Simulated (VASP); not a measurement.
# Hf3F (Pm-3m) in VASP: a series of runs, part 2 of 2

VASP 6.6.1. Earlier steps stand in the parts before.

**6. Relaxation of cell and atoms, PBE**

This run uses another cell than the first one, of 20.01 Å³/atom, 1.181 times its volume.

INCAR reads:

```
PREC     = Accurate       # precision mode
ENCUT    = 600            # plane-wave cutoff, eV
EDIFF    = 1E-7           # SCF threshold, eV
ISMEAR   = 0              # smearing method
SIGMA    = 0.1            # smearing width, eV
LREAL    = F              # projectors in reciprocal space
LASPH    = T              # aspherical terms in the spheres
NELM     = 80             # most SCF steps
ALGO     = Normal         # electronic algorithm
ISIF     = 3              # what is computed and relaxed
LWAVE    = F              # write WAVECAR
LCHARG   = F              # write CHGCAR
GGA      = PE             # functional
IBRION   = 2              # ionic algorithm
NSW      = 100            # ionic steps
EDIFFG   = -0.01          # ionic threshold
```

KPOINTS reads:

```
Automatic mesh
0
Gamma
  12 12 12
```

POSCAR reads:

```
Hf3F
1.0
    4.3092786106      0.0000000000      0.0000000000
    0.0000000000      4.3092786106      0.0000000000
    0.0000000000      0.0000000000      4.3092786106
Hf F
3 1
Direct
    0.0000000000      0.5000000000      0.5000000000
    0.5000000000      0.0000000000      0.5000000000
    0.5000000000      0.5000000000      0.0000000000
    0.0000000000      0.0000000000      0.0000000000
```

Potentials or basis: VASP PAW PBE potentials, release 64 (Hf_pv, F).

Launch:

```
cat potpaw_PBE.64/Hf_pv/POTCAR potpaw_PBE.64/F/POTCAR > POTCAR
mpirun -np 1 vasp_std > vasp.out
```

OUTCAR:

```text
PREC = Accurate
   ENCUT = 600
   EDIFF = 1E-7
   ISMEAR = 0
   LREAL = F
   LASPH = T
   NELM = 80
   ISIF = 3
   GGA = PE
   IBRION = 2
   NSW = 100
   EDIFFG = -0.01

 ion  position               nearest neighbor table
   1  0.000  0.500  0.500-   2 3.05   3 3.05   3 3.05   2 3.05   2 3.05   3 3.05   3 3.05   2 3.05

   2  0.500  0.000  0.500-   1 3.05   3 3.05   3 3.05   1 3.05   3 3.05   3 3.05   1 3.05   1 3.05

   3  0.500  0.500  0.000-   1 3.05   2 3.05   1 3.05   2 3.05   2 3.05   2 3.05   1 3.05   1 3.05

   4  0.000  0.000  0.000-

  LATTYP: Found a simple cubic cell.
 ALAT       =     4.3092786106

  Lattice vectors:

 A1 = (   4.3092786106,   0.0000000000,   0.0000000000)
 A2 = (   0.0000000000,   4.3092786106,   0.0000000000)
 A3 = (   0.0000000000,   0.0000000000,   4.3092786106)

Analysis of symmetry for initial positions (statically):
=====================================================================
 Subroutine PRICEL returns:
 Original cell was already a primitive cell.

 Routine SETGRP: Setting up the symmetry group for a
 simple cubic supercell.
[... 215 lines left out ...]
  ext. energy  EPLUGINS =         0.00000000
  ---------------------------------------------------
  free energy    TOTEN  =       -31.40350409 eV

  energy without entropy =      -31.38338385  energy(sigma->0) =      -31.39344397

 E-fermi :   4.2207     XC(G=0): -10.9176

 val. band max:        4.2067244925   @ k =   0.5000   0.3333   0.0000
 cond. band min:       4.2241213179   @ k =   0.5000   0.0000   0.0000
 fundamental gap:      0.0173968253
 Fermi energy:         4.2206603604

 k-point     1 :       0.0000    0.0000    0.0000
  band No.  band energies     occupation
      1     -26.7326      2.00000
      2     -26.7326      2.00000
      3     -26.7326      2.00000
      4     -26.3503      2.00000
      5     -26.3503      2.00000
      6     -26.3503      2.00000
[... 589 lines left out ...]
     21       4.7701      0.00000
     22       5.4328      0.00000

 [... further k-points ...]
[... 5 lines left out ...]
  --------------------------------------------------------------------------------------
  -------------------------------------------------------------------------------------
  Total        0.0341452      0.0341452      0.0341452     -0.0000000     -0.0000000      0.0000000
  in kB        0.6851772      0.6851772      0.6851772     -0.0000000     -0.0000000      0.0000000
  external PRESSURE =       0.6851772 kB  Pullay stress =       0.0000000 kB

 VOLUME and BASIS-vectors are now :
 -----------------------------------------------------------------------------
  energy-cutoff  :      600.00
  volume of cell :       79.84
      direct lattice vectors                 reciprocal lattice vectors
     4.306049525  0.000000000  0.000000000     0.232231421 -0.000000000  0.000000000
     0.000000000  4.306049525  0.000000000    -0.000000000  0.232231421  0.000000000
    -0.000000000 -0.000000000  4.306049525    -0.000000000 -0.000000000  0.232231421

 POSITION                                       TOTAL-FORCE (eV/Angst)
 -----------------------------------------------------------------------------------
      0.00000      2.15302      2.15302         0.000000     -0.000000      0.000000
      2.15302     -0.00000      2.15302        -0.000000     -0.000000      0.000000
      2.15302      2.15302      0.00000        -0.000000      0.000000      0.000000
      0.00000      0.00000      0.00000        -0.000000      0.000000      0.000000
 -----------------------------------------------------------------------------------
    total drift:                                0.000000      0.000000      0.000000

  FREE ENERGIE OF THE ION-ELECTRON SYSTEM (eV)
  ---------------------------------------------------
  free  energy   TOTEN  =       -31.4035040901 eV

  energy  without entropy=      -31.3833838520  energy(sigma->0) =      -31.39344397

 reached required accuracy - stopping structural energy minimisation
```

OSZICAR:

```text
N       E                     dE             d eps       ncg     rms          rms(c)
DAV:   1     0.164014008737E+03    0.16401E+03   -0.21894E+04  3720   0.175E+03
[... 19 lines left out ...]
DAV:   2    -0.314038047219E+02    0.90306E-03   -0.58447E-03  4206   0.541E-01    0.116E-01
DAV:   3    -0.314035563159E+02    0.24841E-03   -0.93600E-04  4476   0.218E-01    0.525E-02
DAV:   4    -0.314035042057E+02    0.52110E-04   -0.20787E-04  4098   0.922E-02    0.281E-02
DAV:   5    -0.314035022901E+02    0.19156E-05   -0.13819E-05  4740   0.247E-02    0.204E-02
DAV:   6    -0.314035039048E+02   -0.16147E-05   -0.22959E-06  4154   0.888E-03    0.448E-03
DAV:   7    -0.314035040861E+02   -0.18129E-06   -0.63932E-07  3714   0.527E-03    0.226E-03
DAV:   8    -0.314035040901E+02   -0.40441E-08   -0.62786E-08  2496   0.180E-03
   2 F= -.31403504E+02 E0= -.31393444E+02  d E =-.337063E-04
```

CONTCAR:

```text
Hf3F
   1.00000000000000
     4.3060495251639841    0.0000000000000000    0.0000000000000000
     0.0000000000000000    4.3060495251639841    0.0000000000000000
    -0.0000000000000000   -0.0000000000000000    4.3060495251639841
  Hf              F
     3     1
Direct
     0.0000000000000000    0.5000000000000000    0.5000000000000000
     0.5000000000000000    0.0000000000000000    0.5000000000000000
     0.5000000000000000    0.5000000000000000    0.0000000000000000
     0.0000000000000000    0.0000000000000000    0.0000000000000000

  0.00000000E+00  0.00000000E+00  0.00000000E+00
  0.00000000E+00  0.00000000E+00  0.00000000E+00
  0.00000000E+00  0.00000000E+00  0.00000000E+00
  0.00000000E+00  0.00000000E+00  0.00000000E+00
```

Run time: 7.8 min. Hardware: 1 thread of Intel Xeon 8259CL, shared host; peak memory 0.32 GiB.

Results:

```
Free energy                            : -31.4035 eV
Relaxed volume                         : 19.96 Å³/atom
Relaxed cell                           : a = 4.306 Å, b = 4.306 Å, c = 4.306 Å, α = 90.00°, β = 90.00°, γ = 90.00°
Space group after relaxing (to 0.05 Å) : Pm-3m (No. 221)
Energy gained by relaxing              : 0.0 meV/atom
Ionic steps                            : 2
Pressure after relaxing                : 0.1 GPa
```

Final structure:
```cif
data_structure
_symmetry_space_group_name_H-M 'P 1'
_symmetry_Int_Tables_number 1
_cell_length_a 4.3060
_cell_length_b 4.3060
_cell_length_c 4.3060
_cell_angle_alpha 90.000
_cell_angle_beta 90.000
_cell_angle_gamma 90.000
_cell_volume 79.84
loop_
_atom_site_label
_atom_site_type_symbol
_atom_site_fract_x
_atom_site_fract_y
_atom_site_fract_z
_atom_site_occupancy
Hf1 Hf 0.00000 0.50000 0.50000 1
Hf2 Hf 0.50000 0.00000 0.50000 1
Hf3 Hf 0.50000 0.50000 0.00000 1
F1 F 0.00000 0.00000 0.00000 1
```

Caveat: spin-orbit coupling is left out, which moves the levels of the heavy elements; an odd number of electrons without spin polarisation forces a metal; a magnetic or distorted state may lie lower.

**7. Overview**

```csv
task,cell,k mesh,cutoff (eV),gap on the mesh (eV),pressure (GPa),relaxed volume (Å³/atom)
single point,"a = 4.076 Å, 4 atoms",4 × 4 × 4,520,none,18.1,-
single point,"a = 4.309 Å, 4 atoms",4 × 4 × 4,520,none,-0.4,-
relaxation of cell and atoms,"relaxed from a = 4.076 Å, 4 atoms",4 × 4 × 4,600,none,0.0,19.94
single point,"a = 4.315 Å, 4 atoms",12 × 12 × 12,520,none,-0.4,-
relaxation of cell and atoms,"relaxed from a = 4.309 Å, 4 atoms",12 × 12 × 12,600,none,0.1,19.96
```

Alike in all rows: level PBE; potentials or basis VASP PAW PBE potentials, release 64 (Hf_pv, F); no spin polarisation; smearing gaussian 0.1 eV.

Caveats: some runs use coarse meshes; spin-orbit coupling is left out, which moves the levels of the heavy elements; an odd number of electrons without spin polarisation forces a metal; a magnetic or distorted state may lie lower; the volume moved by over 15 % at a fixed basis, so the end points are rough (some runs).

Total energies depend on the potentials used, so only differences within one code and one set of settings carry meaning.
